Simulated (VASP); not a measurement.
Here is a VASP 6.6.1 calculation.

The input INCAR:

```
PREC = Accurate ; ENCUT = 520
EDIFF = 1E-6 ; ISMEAR = 0
SIGMA = 0.01 ; LREAL = False
LASPH = True ; NELM = 60
ALGO = Normal ; ISIF = 2
LWAVE = False ; LCHARG = False
GGA = PE ; NBANDS = 16
```

The input KPOINTS:

```
Automatic mesh
0
Gamma
  8 8 8
```

POSCAR

```
GaN
1.0
    0.0000000000      2.2489525451      2.2489525451
    2.2489525451      0.0000000000      2.2489525451
    2.2489525451      2.2489525451      0.0000000000
Ga N
1 1
Direct
    0.0000000000      0.0000000000      0.0000000000
    0.2500000000      0.2500000000      0.2500000000
```

Potentials or basis: VASP PAW PBE potentials, release 64 (Ga_d, N).

Run with:

```bash
$ cat potpaw_PBE.64/Ga_d/POTCAR potpaw_PBE.64/N/POTCAR > POTCAR
$ mpirun -np 1 vasp_std > vasp.out
```

(1) Predict the band gap on the k mesh.

(2) Estimate the pressure.

Answers

(1) 1.76 eV, direct.

(2) 6.3 GPa.
